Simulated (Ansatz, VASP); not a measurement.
**Pb in VASP and in Ansatz**

```
CELL_PARAMETERS angstrom
3.03861 -1.75032 0.00000
3.03861 1.75032 0.00000
-2.11546 0.00000 6.09522
ATOMIC_POSITIONS crystal
Pb 0.90851 0.90851 0.72629
Pb 0.09149 0.09149 0.27371
```

Alike in both runs: task single point; functional PBE0; k mesh 4 × 4 × 2; occupations fermi-dirac, width 0.05 eV; no spin polarisation.

|  | VASP | Ansatz |
| --- | --- | --- |
| version | VASP 6.6.1 | Ansatz 0.2.0 |
| potentials or method | VASP PAW PBE potentials, release 64 (Pb_d) | Ansatz PAW |
| plane-wave cutoff (eV) | 520 | 420 |
| valence electrons in the cell | 28 | 28 |

VASP gave:

```
gap on the k mesh at the Fermi level (eV)                     : none
pressure (GPa)                                                : -0.6
traceless stress, the component that is largest in VASP (GPa) : 3.21
rms of the force components (eV/Å)                            : 0.199
```

Task: Which values does Ansatz return?

Result: gap on the k mesh at the Fermi level (eV): none; pressure (GPa): -0.4; traceless stress, the component that is largest in VASP (GPa): 3.22; rms of the force components (eV/Å): 0.207.

Atom by atom the forces differ by 0.008 eV/Å (rms over components). A gap of «none» marks a metal or a gap that the smearing closes.

The k mesh is coarse, so the values compare programs but aren't converged. Neither program's run includes spin-orbit coupling.
